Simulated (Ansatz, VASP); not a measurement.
# TaN: VASP beside Ansatz

```
CELL_PARAMETERS angstrom
0.00000 2.36651 2.36651
2.36651 0.00000 2.36651
2.36651 2.36651 0.00000
ATOMIC_POSITIONS crystal
Ta 0.00000 0.00000 0.00000
N 0.25000 0.25000 0.25000
```

Alike in both runs: task single point; functional r2SCAN; k mesh 12 × 12 × 12; occupations gaussian, width 0.05 eV; collinear spin.

```csv
,VASP,Ansatz
version,VASP 6.6.1,Ansatz 0.2.0
potentials or method,"VASP PAW PBE potentials, release 64 (Ta_pv, N), cutoff 660 eV","scalar-relativistic, plane waves, PAW"
valence electrons in the cell,16,18
```

VASP gave:

- pressure (GPa): 1.2
- net moment per atom (μB): 0.00

**Question.** Estimate Ansatz's values.

**Answer.** Pressure (GPa): 0.0; net moment per atom (μB): 0.00.

VASP's potentials were made for PBE, not for r2SCAN. VASP's potentials hold 16 valence electrons a cell and Ansatz's 18, so a difference there can come from the potentials and not from the codes. Ansatz's warnings: seeded moment not kept, stability check not made.

Neither program's run includes spin-orbit coupling.
